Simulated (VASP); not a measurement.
# TiSi2: single point with PBE

System: TiSi2.

```
CELL_PARAMETERS angstrom
6.66325 0.24608 -0.09453
0.24608 6.44850 -0.00817
-0.09453 -0.00817 6.74325
ATOMIC_POSITIONS crystal
Ti 0.48659 0.30224 0.92768
Ti 0.42383 0.82235 0.77757
Ti 0.10183 0.54901 0.56450
Ti 0.75628 0.94684 0.38885
Ti 0.07561 0.06729 0.70758
Ti 0.96420 0.71862 0.05227
Si 0.47739 0.00520 0.14461
Si 0.50878 0.44209 0.49898
Si 0.17366 0.92399 0.38361
Si 0.78509 0.69509 0.67605
Si 0.05914 0.09605 0.11637
Si 0.20314 0.41457 0.23173
Si 0.44852 0.12141 0.55587
Si 0.73196 0.00321 0.95180
Si 0.38420 0.66351 0.10408
Si 0.80691 0.32474 0.65950
Si 0.06350 0.38979 0.91398
Si 0.84982 0.37742 0.28314
```

```json
{
 "Program": "VASP 6.6.1",
 "Task": "single point",
 "Functional": "PBE",
 "Potentials or basis": "VASP PAW PBE potentials, release 64 (Ti_sv, Si)",
 "Cutoff": "400 eV",
 "k mesh": "1 × 1 × 1, shifted",
 "Occupations": "fermi-dirac, width 0.2344 eV",
 "Spin": "no spin polarisation"
}
```

```
Pressure      : 5.7 GPa
Largest force : 3.139 eV/Å
```

Forces on the atoms (eV/Å):
```
Ti  -1.349  1.617 -1.110
Ti   0.108 -0.770 -0.905
Ti   1.037  0.779 -0.400
Ti   1.260  0.422 -0.493
Ti   0.868 -1.349  1.502
Ti   0.816  0.531  0.351
Si  -2.531 -0.489  1.457
Si  -0.554  3.026 -0.627
Si   0.462 -1.514  1.025
Si  -0.906  1.055  1.458
Si  -0.521 -0.034 -0.983
Si   1.243 -0.913  0.415
Si  -1.180 -1.662  0.422
Si   1.882 -0.073 -1.469
Si   0.808  0.233  0.364
Si  -0.889 -0.825 -0.109
Si   0.303 -0.330 -0.828
Si  -0.855  0.296 -0.070
```

Stress tensor (GPa, compression positive):
```
 5.77 -1.58  3.70
-1.58  8.95 -2.01
 3.70 -2.01  2.47
```

Levels at points of the mesh, in eV from the Fermi level:
| k point | band 56 | band 57 | band 58 | band 59 | band 60 | band 61 | band 62 | band 63 | band 64 | band 65 |
| --- | --- | --- | --- | --- | --- | --- | --- | --- | --- | --- |
| (0.25, 0.25, 0.25) | -0.78 | -0.68 | -0.40 | -0.27 | -0.09 | 0.10 | 0.33 | 0.40 | 0.59 | 0.74 |

Wall time 2.2 min on 1 thread of Intel Xeon 8259CL, on a shared host, peak memory 0.28 GiB.

Caveat: the atoms stand as in a frame of molecular dynamics.
